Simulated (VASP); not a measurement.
Input of a VASP 6.6.1 run:

INCAR

```
ALGO = Normal ; EDIFF = 1E-6
ENCUT = 520 ; GGA = PE
ISIF = 2 ; ISMEAR = 0
LASPH = T ; LCHARG = F
LREAL = F ; LWAVE = F
NBANDS = 16 ; NELM = 80
PREC = Accurate ; SIGMA = 0.01
```

File KPOINTS:

```
k-points
0
Gamma
  7 7 7
```

The input POSCAR:

```
GaN
1.0
    0.0000000000      2.2736458934      2.2736458934
    2.2736458934      0.0000000000      2.2736458934
    2.2736458934      2.2736458934      0.0000000000
Ga N
1 1
Direct
    0.0000000000      0.0000000000      0.0000000000
    0.7500000000      0.7500000000      0.7500000000
```

Potentials or basis: VASP PAW PBE potentials, release 64 (Ga_d, N).

The run is started by

```sh
$ cat potpaw_PBE.64/Ga_d/POTCAR potpaw_PBE.64/N/POTCAR > POTCAR
$ mpirun -np 1 vasp_std > vasp.out
```

Estimate the band gap on the k mesh.

1.55 eV, direct.

Estimate the pressure.

0.2 GPa.

A hybrid or GW would open this gap; PBE tends to underestimate it.
